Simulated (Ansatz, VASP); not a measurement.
## Rh: VASP beside Ansatz

POSCAR

```
Rh
1.0
    0.0000000000      1.9966275000      1.8064725000
    1.9966275000      0.0000000000      1.8064725000
    1.9966275000      1.9966275000      0.0000000000
Rh
1
Direct
    0.0000000000      0.0000000000      0.0000000000
```

The input INCAR.step1:

```
SYSTEM = Rh
ALGO = Normal
EDIFF = 1E-4
ENCUT = 520
GGA = PE
ISMEAR = 0
LASPH = .True.
LCHARG = .False.
LREAL = .False.
LWAVE = .True.
NBANDS = 14
NELM = 60
PREC = Accurate
SIGMA = 0.15
```

The input INCAR.step2:

```
SYSTEM = Rh
ALGO = Normal
EDIFF = 1E-6
ENCUT = 520
ISIF = 2
ISMEAR = 0
ISTART = 1
LASPH = .True.
LCHARG = .False.
LMIXTAU = .True.
LREAL = .False.
LWAVE = .False.
METAGGA = R2SCAN
NBANDS = 14
NELM = 60
PREC = Accurate
SIGMA = 0.15
```

KPOINTS

```
k-points
0
Gamma
  22 22 22
  0 0 0
```

Input for Ansatz:

```yaml
crystal:
  lattice:
    - [0.0, 1.9966275, 1.8064725]
    - [1.9966275, 0.0, 1.8064725]
    - [1.9966275, 1.9966275, 0.0]
  atoms:
    - { symbol: Rh, position: [0.0, 0.0, 0.0] }
basis:
  ecutwfc: 500
kpoints:
  mp_grid: { grid: [22, 22, 22] }
hamiltonian:
  xc: r2scan
scf:
  occupations: { method: gaussian, width: 0.15 }
output:
  forces: true
  stress: true
  eigenvalues: true
```

Change from the starting cell: strain +0.050 along x and y, -0.050 along z, atoms carried along.

Alike in both runs: task single point; functional r2SCAN; k mesh 22 × 22 × 22; occupations gaussian, width 0.15 eV; no spin polarisation.

|  | VASP | Ansatz |
| --- | --- | --- |
| version | VASP 6.6.1 | Ansatz 0.2.0 |
| potentials or method | VASP PAW PBE potentials, release 64 (Rh_pv), cutoff 520 eV | scalar-relativistic, plane waves, PAW |
| valence electrons in the cell | 15 | 17 |

Ansatz gave:

* gap on the k mesh at the Fermi level (eV): none
* pressure (GPa): -10.8
* traceless stress, the component that is largest in VASP (GPa): 12.35

Estimate VASP's values.

gap on the k mesh at the Fermi level (eV): none; pressure (GPa): -9.8; traceless stress, the component that is largest in VASP (GPa): 12.41.

VASP's potentials were made for PBE, not for r2SCAN. A gap of «none» marks a metal or a gap that the smearing closes. With one functional, cell and mesh, what is left measures potentials, basis and numerics. VASP's potentials hold 15 valence electrons a cell and Ansatz's 17, so a difference there can come from the potentials and not from the codes.
